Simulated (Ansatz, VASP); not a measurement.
## Two plane-wave programs on TiW3

```
Ti W
1.0
     2.67892    0.00000    0.00000
    -1.33946    2.32001    0.00000
     0.00000    0.00000   10.65951
Ti W
1 3
Direct
  0.33333 0.66667 0.00000
  0.33333 0.66667 0.50000
  0.66667 0.33333 0.25000
  0.66667 0.33333 0.75000
```

Alike in both runs: task single point; functional PBE; k mesh 6 × 6 × 2; occupations gaussian, width 0.1 eV; no spin polarisation.

|  | VASP | Ansatz |
| --- | --- | --- |
| version | VASP 6.6.1 | Ansatz 0.2.0 |
| potentials or method | VASP PAW PBE potentials, release 64 (Ti_sv, W_sv), cutoff 520 eV | scalar-relativistic, plane waves, PAW |
| valence electrons in the cell | 54 | 54 |

|  | VASP | Ansatz | Ansatz less VASP |
| --- | --- | --- | --- |
| gap on the k mesh at the Fermi level (eV) | none | none | - |
| pressure (GPa) | 6.3 | 5.9 | -0.41 |
| traceless stress, the component that is largest in VASP (GPa) | -26.65 | -26.18 | +0.470 |
| rms of the force components (eV/Å) | 0.236 | 0.240 | +0.0040 |

Atom by atom the forces differ by 0.004 eV/Å (rms over components). A gap of «none» marks a metal or a gap that the smearing closes.

The k mesh is coarse, so the values compare programs but aren't converged. Spin-orbit coupling is off throughout.
